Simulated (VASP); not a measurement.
Write the native input for VASP 6.6.1 that does the following.

- Task: single point
- Functional: r2SCAN
- Potentials or basis: VASP PAW PBE potentials, release 64 (Li_sv, Mg, Ge_d, S)
- Cutoff: 520 eV
- k mesh: 6 × 6 × 6
- Occupations: gaussian, width 0.01 eV
- Spin: no spin polarisation
- Dipole correction: no
- Further INCAR settings: ALGO = Normal; EDIFF = 1e-06; NBANDS = 33

Li2MgGeS4:

```
Li Mg Ge S
1.0
    -2.72353    2.72353    5.55565
     2.72353   -2.72353    5.55565
     2.72353    2.72353   -5.55565
Li Mg Ge S
2 1 1 4
Direct
  0.75000 0.25000 0.50000
  0.25000 0.75000 0.50000
  0.00000 0.00000 0.00000
  0.50000 0.50000 0.00000
  0.85137 0.85137 0.46100
  0.14863 0.60963 0.00000
  0.60963 0.14863 0.00000
  0.39037 0.39037 0.53900
```

The input as run:

POSCAR

```
Li2MgGeS4
1.0
   -2.7235321967      2.7235321967      5.5556509074
    2.7235321967     -2.7235321967      5.5556509074
    2.7235321967      2.7235321967     -5.5556509074
Li Mg Ge S
2 1 1 4
Direct
    0.7500000000      0.2500000000      0.5000000000
    0.2500000000      0.7500000000      0.5000000000
    0.0000000000      0.0000000000      0.0000000000
    0.5000000000      0.5000000000      0.0000000000
    0.8513716008      0.8513716008      0.4610004513
    0.1486283992      0.6096288506      0.0000000000
    0.6096288506      0.1486283992      0.0000000000
    0.3903711494      0.3903711494      0.5389995487
```

INCAR.step1

```
  PREC = Accurate
  ENCUT = 520
  ISMEAR = 0
  SIGMA = 0.01
  LREAL = False
  LASPH = True
  NELM = 100
  NBANDS = 33
  GGA = PE
  ALGO = Normal
  EDIFF = 1E-4
  LWAVE = True
  LCHARG = False
```

INCAR.step2

```
  PREC = Accurate
  ENCUT = 520
  EDIFF = 1E-6
  ISMEAR = 0
  SIGMA = 0.01
  LREAL = False
  LASPH = True
  NELM = 100
  ALGO = Normal
  ISIF = 2
  LWAVE = False
  LCHARG = False
  METAGGA = R2SCAN
  LMIXTAU = True
  NBANDS = 33
  ISTART = 1
```

KPOINTS

```
regular mesh
0
Gamma
  6 6 6
```

Potentials or basis: VASP PAW PBE potentials, release 64 (Li_sv, Mg, Ge_d, S).

The run is started by

```sh
$ cat potpaw_PBE.64/Li_sv/POTCAR potpaw_PBE.64/Mg/POTCAR potpaw_PBE.64/Ge_d/POTCAR potpaw_PBE.64/S/POTCAR > POTCAR
$ cp INCAR.step1 INCAR
$ mpirun -np 1 vasp_std > vasp.out
$ cp INCAR.step2 INCAR
$ mpirun -np 1 vasp_std > vasp.out
```

Results of the run:

```
Largest force          : 0.020 eV/Å
Band gap on the k mesh : 3.06 eV
```

Caveat: the PAW data sets were made with another functional, which shifts forces and pressure a little.

Run time: 11 min on 1 thread of AMD EPYC 9R45 96-Core Processor (Zen 5), on a shared host, peak memory 0.44 GiB.
